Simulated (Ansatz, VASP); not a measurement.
# Rh in VASP and in Ansatz

```
Rh
1.0
     1.50865   -4.78574    0.00000
     1.50865    4.78574    0.00000
     0.00000    0.00000    3.99268
Rh
4
Direct
  0.09800 0.90200 0.91000
  0.59800 0.40200 0.59000
  0.90200 0.09800 0.09000
  0.40200 0.59800 0.41000
```

Alike in both runs: task single point; functional PBE; k mesh 6 × 6 × 4; occupations gaussian, width 0.1 eV; no spin polarisation.

```csv
,VASP,Ansatz
version,VASP 6.6.1,Ansatz 0.2.0
potentials or method,"VASP PAW PBE potentials, release 64 (Rh_pv), cutoff 520 eV","scalar-relativistic, plane waves, PAW"
valence electrons in the cell,60,68
```

Ansatz gave:

* gap on the k mesh at the Fermi level (eV): none
* rms of the force components (eV/Å): 10.737

Task: What did VASP give for the same quantities?

Result: gap on the k mesh at the Fermi level (eV): none; rms of the force components (eV/Å): 11.071.

Atom by atom the forces differ by 0.333 eV/Å (rms over components). A gap of «none» marks a metal or a gap that the smearing closes. VASP's potentials hold 60 valence electrons a cell and Ansatz's 68, so a difference there can come from the potentials and not from the codes.

The k mesh is coarse, so the values compare programs but aren't converged.
